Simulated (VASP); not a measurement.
# K2Os (P6/mmm) in VASP: relaxation of cell and atoms with PBE

Aim: the relaxation of cell and atoms of K2Os with PBE.

Program: VASP 6.6.1. These are calculated values, not measurements. Logs are shortened: lines on timing, memory, paths and dates and some standing lists are left out, and cuts for length are marked.

### 1 The cell of the first run

The structure is hexagonal, space group P6/mmm (No. 191). The conventional cell has a = 5.726 Å, b = 5.726 Å, c = 2.685 Å, α = 90.00°, β = 90.00°, γ = 120.00°. Within 3.5 Å of K (site symmetry -6m2) lie 5 K at 2.68 to 3.31 Å. Within 3.5 Å of Os (site symmetry 6/mmm) lie 2 Os at 2.68 Å.

### 2 Relaxation of cell and atoms, PBE

The input, INCAR:

```
SYSTEM = K2Os
PREC = Accurate
ENCUT = 600
EDIFF = 1E-6
ISMEAR = 0
SIGMA = 0.1
LREAL = .False.
LASPH = .True.
NELM = 80
ALGO = Fast
ISIF = 3
LWAVE = .False.
LCHARG = .False.
GGA = PE
IBRION = 2
NSW = 100
EDIFFG = -0.01
```

The input, KPOINTS:

```
regular mesh
0
Gamma
  12 12 18
  0 0 0
```

The input, POSCAR:

```
K2Os
1.0
    5.7263958166      0.0000000000      0.0000000000
   -2.8631979083      4.9592042493      0.0000000000
    0.0000000000      0.0000000000      2.6847982487
K Os
2 1
Direct
    0.3333333333      0.6666666667      0.5000000000
    0.6666666667      0.3333333333      0.5000000000
    0.0000000000      0.0000000000      0.0000000000
```

Potentials or basis: VASP PAW PBE potentials, release 64 (K_sv, Os).

Command:

```
$ cat potpaw_PBE.64/K_sv/POTCAR potpaw_PBE.64/Os/POTCAR > POTCAR
$ mpirun -np 1 vasp_std > vasp.out
```

OUTCAR:

```text
SYSTEM = K2Os
   PREC = Accurate
   ENCUT = 600
   EDIFF = 1E-6
   ISMEAR = 0
   LREAL = .False.
   LASPH = .True.
   NELM = 80
   ISIF = 3
   GGA = PE
   IBRION = 2
   NSW = 100
   EDIFFG = -0.01

 ion  position               nearest neighbor table
   1  0.333  0.667  0.500-   2 3.31   2 3.31   2 3.31   3 3.57   3 3.57   3 3.57   3 3.57   3 3.57
                             3 3.57
   2  0.667  0.333  0.500-   1 3.31   1 3.31   1 3.31   3 3.57   3 3.57   3 3.57   3 3.57   3 3.57
                             3 3.57
   3  0.000  0.000  0.000-   1 3.57   2 3.57   1 3.57   2 3.57   1 3.57   1 3.57   2 3.57   2 3.57
                             2 3.57   2 3.57   1 3.57   1 3.57

  LATTYP: Found a hexagonal cell.
 ALAT       =     5.7263958166
 C/A-ratio  =     0.4688460831

  Lattice vectors:

 A1 = (   5.7263958166,   0.0000000000,   0.0000000000)
 A2 = (  -2.8631979083,   4.9592042493,   0.0000000000)
 A3 = (   0.0000000000,   0.0000000000,   2.6847982487)

Analysis of symmetry for initial positions (statically):
=====================================================================
 Subroutine PRICEL returns:
 Original cell was already a primitive cell.

 Routine SETGRP: Setting up the symmetry group for a
 hexagonal supercell.

 Subroutine GETGRP returns: Found 24 space group operations
 (whereof 24 operations were pure point group operations)
 out of a pool of 24 trial point group operations.

The static configuration has the point symmetry D_6h.

Analysis of symmetry for dynamics (positions and initial velocities):
=====================================================================
 Subroutine PRICEL returns:
 Original cell was already a primitive cell.

 Routine SETGRP: Setting up the symmetry group for a
 hexagonal supercell.

 Subroutine GETGRP returns: Found 24 space group operations
 (whereof 24 operations were pure point group operations)
 out of a pool of 24 trial point group operations.

The dynamic configuration has the point symmetry D_6h.

 Subroutine INISYM returns: Found 24 space group operations
 (whereof 24 operations are pure point group operations),
 and found     1 'primitive' translations

----------------------------------------------------------------------------------------

                                     Primitive cell

  volume of cell :      76.2439

  direct lattice vectors                    reciprocal lattice vectors
     5.726395817  0.000000000  0.000000000     0.174629912  0.100822627  0.000000000
    -2.863197908  4.959204249  0.000000000     0.000000000  0.201645254  0.000000000
     0.000000000  0.000000000  2.684798249     0.000000000  0.000000000  0.372467466

  length of vectors
     5.726395817  5.726395817  2.684798249     0.201645254  0.201645254  0.372467466

  position of ions in fractional coordinates (direct lattice)
     0.333333333  0.666666667  0.500000000
     0.666666667  0.333333333  0.500000000
     0.000000000  0.000000000  0.000000000

  ion indices of the primitive-cell ions
   primitive index   ion index
                 1           1
                 2           2
                 3           3

----------------------------------------------------------------------------------------

 KPOINTS: regular mesh

Automatic generation of k-mesh.
 Grid dimensions read from file:
 generate k-points for:   12   12   18

 Generating k-lattice:

  Cartesian coordinates                     Fractional coordinates (reciprocal lattice)
     0.014552493  0.008401886  0.000000000     0.083333333  0.000000000  0.000000000
     0.000000000  0.016803771  0.000000000     0.000000000  0.083333333  0.000000000
     0.000000000  0.000000000  0.020692637     0.000000000  0.000000000  0.055555556

  Length of vectors
     0.016803771  0.016803771  0.020692637

  Shift w.r.t. Gamma in fractional coordinates (k-lattice)
     0.000000000  0.000000000  0.000000000

 Subroutine IBZKPT returns following result:
 ===========================================

 Found    190 irreducible k-points:

 Following reciprocal coordinates:
            Coordinates               Weight
  0.000000  0.000000  0.000000      1.000000
  0.083333 -0.000000  0.000000      6.000000
  0.166667  0.000000  0.000000      6.000000
  0.250000  0.000000  0.000000      6.000000
  0.333333  0.000000  0.000000      6.000000
  0.416667  0.000000  0.000000      6.000000
[... 16 lines left out ...]
  0.250000  0.000000  0.055556     12.000000
  0.333333  0.000000  0.055556     12.000000
 [... further k-points ...]
   k-points           NKPTS =    190   k-points in BZ     NKDIM =    190   number of bands    NBANDS=     17
   number of dos      NEDOS =    301   number of ions     NIONS =      3
   total plane-waves  NPLWV =  55296
   dimension x,y,z NGX =    48 NGY =   48 NGZ =   24
   dimension x,y,z NGXF=    96 NGYF=   96 NGZF=   48
   ions per type =               2   1
   NGX,Y,Z   is equivalent  to a cutoff of  13.94, 13.94, 14.86 a.u.
   NGXF,Y,Z  is equivalent  to a cutoff of  27.87, 27.87, 29.72 a.u.
 SYSTEM =  K2Os
   PREC   = accura    normal or accurate (medium, high low for compatibility)
   ISTART =      0    job   : 0-new  1-cont  2-samecut
   ICHARG =      2    charge: 1-file 2-atom 10-const
   ISPIN  =      1    spin polarized calculation?
   LNONCOLLINEAR =      F non collinear calculations
   LSORBIT =      F    spin-orbit coupling
   LASPH  =      T    aspherical Exc in radial PAW
   ENCUT  =  600.0 eV  44.10 Ry    6.64 a.u.  11.44 11.44  5.36*2*pi/ulx,y,z
   NELM   =     80;   NELMIN=  2; NELMDL= -5     # of ELM steps
   EDIFF  = 0.1E-05   stopping-criterion for ELM
   LREAL  =      F    real-space projection
   EDIFFG = -.1E-01   stopping-criterion for IOM
   NSW    =    100    number of steps for IOM
   IBRION =      2    ionic relax: 0-MD 1-quasi-New 2-CG
   NFREE  =      1    steps in history (QN), initial steepest desc. (CG)
   ISIF   =      3    stress and relaxation
   ISYM   =      2    0-nonsym 1-usesym 2-fastsym
   POTIM  = 0.5000    time-step for ionic-motion
   TEBEG  =    0.0;   TEEND  =   0.0 temperature during run
   PSTRESS=    0.0 pullay stress
   NELECT =      26.0000    total number of electrons
   NUPDOWN=      -1.0000    fix difference up-down
   EMIN   =  10.00;   EMAX   =-10.00  energy-range for DOS
   EFERMI =   0.00;   METHOD = LEGACY
   ISMEAR =     0;   SIGMA  =   0.10  broadening in eV -4-tet -1-fermi 0-gaus
   EFERMI_NEDOS =   21; number of points for ismear=-14 and -15
   IALGO  =     68    algorithm
   IMIX   =      4    mixing-type and parameters
     AMIX     =   0.40;   BMIX     =  1.00
     AMIX_MAG =   1.60;   BMIX_MAG =  1.00
  volume/ion in A,a.u.               =      25.41       171.51
  Fermi-wavevector in a.u.,A,eV,Ry     =   1.143750  2.161373 17.798639  1.308163
  Thomas-Fermi vector in A             =   2.280444
   LORBIT       =      0    0 simple, 1 ext, 2 COOP (PROOUT), +10 PAW based schemes
   GGA     = PE    functional components
   LHFCALC =     F    Hartree Fock is set to
   AEXX    =    0.0000 exact exchange contribution
   IVDW    =     0    specifies the selected vdW correction
   LEPSILON=     F    determine dielectric tensor
   LRPA    =     F    only Hartree local field effects (RPA)
 conjugate gradient relaxation of ions
 non-spin polarized calculation
 RMM-DIIS sequential band-by-band and
 Gauss-broadening in eV      SIGMA  =   0.10
  energy-cutoff  :      600.00
  volume of cell :       76.24
 maximum number of plane-waves:      2603
 NGX is ok and might be reduce to    48
   NGX = 23   NGY = 23   NGZ = 11

--------------------------------------- Ionic step        1  -------------------------------------------

 number of electron      26.0000002 magnetization

 Free energy of the ion-electron system (eV)
  ---------------------------------------------------
  ext. energy  EPLUGINS =         0.00000000
  ---------------------------------------------------
  free energy    TOTEN  =        -9.44245410 eV

  energy without entropy =       -9.42434763  energy(sigma->0) =       -9.43340087

------------------------ aborting loop because EDIFF is reached ----------------------------------------

  FORCE on cell =-STRESS in cart. coord.  units (eV):
  Direction    XX          YY          ZZ          XY          YZ          ZX
  --------------------------------------------------------------------------------------
  -------------------------------------------------------------------------------------
  Total        0.0942327      0.0942327     -0.0243176      0.0000000      0.0000000      0.0000000
  in kB        1.9801921      1.9801921     -0.5110065      0.0000000      0.0000000      0.0000000
  external PRESSURE =       1.1497926 kB  Pullay stress =       0.0000000 kB
[... 59 lines left out ...]
  energy  without entropy=       -9.4245016172  energy(sigma->0) =       -9.43357046

--------------------------------------- Ionic step        3  -------------------------------------------

 number of electron      26.0000002 magnetization

 Free energy of the ion-electron system (eV)
  ---------------------------------------------------
  ext. energy  EPLUGINS =         0.00000000
  ---------------------------------------------------
  free energy    TOTEN  =        -9.44266349 eV

  energy without entropy =       -9.42450721  energy(sigma->0) =       -9.43358535

 E-fermi :   2.5644     XC(G=0):  -9.4427

 val. band max:        2.5633895091   @ k =   0.3333   0.2500   0.3889
 cond. band min:       2.5710395988   @ k =   0.3333   0.3333   0.3889
 fundamental gap:      0.0076500898
 Fermi energy:         2.5644087198

 k-point     1 :       0.0000    0.0000    0.0000
  band No.  band energies     occupation
      1     -29.1796      2.00000
      2     -29.0376      2.00000
      3     -12.7756      2.00000
      4     -12.7756      2.00000
      5     -12.2277      2.00000
      6     -12.2277      2.00000
[... 9 lines left out ...]
     16       4.1994      0.00000
     17       6.1974      0.00000
[... 443 lines left out ...]
      1     -29.1327      2.00000
      2     -29.0512      2.00000
      3     -12.8020      2.00000
      4     -12.6860      2.00000
      5     -12.3059      2.00000
      6     -12.1652      2.00000
[... 9 lines left out ...]
     16       4.6364      0.00000
     17       6.2648      0.00000

 [... further k-points ...]
[... 5 lines left out ...]
  --------------------------------------------------------------------------------------
  -------------------------------------------------------------------------------------
  Total       -0.0007114     -0.0007114      0.0007339      0.0000000      0.0000000      0.0000000
  in kB       -0.0148890     -0.0148890      0.0153615      0.0000000      0.0000000      0.0000000
  external PRESSURE =      -0.0048055 kB  Pullay stress =       0.0000000 kB
[... 18 lines left out ...]
  FREE ENERGIE OF THE ION-ELECTRON SYSTEM (eV)
  ---------------------------------------------------
  free  energy   TOTEN  =        -9.4426634942 eV

  energy  without entropy=       -9.4245072061  energy(sigma->0) =       -9.43358535

 reached required accuracy - stopping structural energy minimisation
```

Run time: 21 min. Hardware: 1 thread of Oxide Virtual Turin-like, shared host; peak memory 0.44 GiB.

Results:

```yaml
Free_energy: -9.4427 eV
Relaxed_volume: 25.52 Å³/atom
Relaxed_cell: a = 5.740 Å, b = 5.740 Å, c = 2.683 Å, α = 90.00°, β = 90.00°, γ = 120.00°
Space_group_after_relaxing_to_0.05_Å: P6/mmm (No. 191)
Energy_gained_by_relaxing: 0.1 meV/atom
Ionic_steps: 3
Pressure_after_relaxing: 0.0 GPa
Band_gap_on_the_k_mesh: zero (band 13 reaches 3.74 eV, above the bottom of band 14 at 2.00 eV)
```

The path:
| step | energy change (eV) | largest force (eV/Å) | pressure (GPa) | volume (Å³) |
| --- | --- | --- | --- | --- |
| 1 | 0.0000 | 0.0000 | 0.11 | 76.24 |
| 2 | -0.0002 | 0.0000 | 0.04 | 76.45 |
| 3 | -0.0002 | 0.0000 | 0.00 | 76.55 |

Final structure:
```xyz
3
Lattice="5.7395 0.0000 0.0000 -2.8698 4.9706 0.0000 0.0000 0.0000 2.6832" Properties=species:S:1:pos:R:3 pbc="T T T"
K     0.0000    3.3137    1.3416
K     2.8698    1.6569    1.3416
Os   -2.8698    4.9706    0.0000
```

Levels at points of the mesh, in eV from the Fermi level:
```
           k point  band 11  band 12  band 13  band 14  band 15  band 16
(0.00, 0.00, 0.00)    -0.78    -0.78     1.17     1.17     1.63     1.63
(0.50, 0.00, 0.00)    -1.25    -0.80    -0.54     1.63     1.64     1.65
(0.00, 0.00, 0.50)    -0.35    -0.35    -0.35     1.56     3.27     3.27
(0.50, 0.00, 0.50)    -0.83     0.09     0.17     1.49     2.51     2.86
```

Caveat: spin-orbit coupling is left out, which moves the levels of the heavy elements.
